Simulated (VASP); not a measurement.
Write the native input for VASP 6.6.1 that does the following.

```yaml
Task: single point
Functional: PBE
Potentials_or_basis: VASP PAW PBE potentials, release 64 (Al, Au)
Cutoff: 520 eV
k_mesh: 12 × 12 × 12
Occupations: gaussian, width 0.1 eV
Spin: no spin polarisation
Dipole_correction: no
Further_INCAR_settings: ALGO = Fast; EDIFF = 1e-06; NBANDS = 16
```

The structure of Al2Au (pbe) lies in POSCAR:

```
Al2Au
1.0
    0.0000000000      3.0299337517      3.0299337517
    3.0299337517      0.0000000000      3.0299337517
    3.0299337517      3.0299337517      0.0000000000
Al Au
2 1
Direct
    0.2500000000      0.2500000000      0.2500000000
    0.7500000000      0.7500000000      0.7500000000
    0.0000000000      0.0000000000      0.0000000000
```

One way to write it, as run:

INCAR

```
SYSTEM = Al2Au
PREC = Accurate ; ENCUT = 520
EDIFF = 1E-6 ; ISMEAR = 0
SIGMA = 0.1 ; LREAL = .False.
LASPH = .True. ; NELM = 60
ALGO = Fast ; ISIF = 2
LWAVE = .False. ; LCHARG = .False.
GGA = PE ; NBANDS = 16
```

KPOINTS

```
Automatic mesh
0
Gamma
  12 12 12
  0 0 0
```

Potentials or basis: VASP PAW PBE potentials, release 64 (Al, Au).

The run is started by

```console
$ cat potpaw_PBE.64/Al/POTCAR potpaw_PBE.64/Au/POTCAR > POTCAR
$ mpirun -np 1 vasp_std > vasp.out
```

Results of the run:

```yaml
Pressure: -0.2 GPa
```

Run time: 36 s on 1 thread of Intel(R) Xeon(R) Platinum 8488C (Sapphire Rapids), with other jobs on the host, peak memory 0.21 GiB.
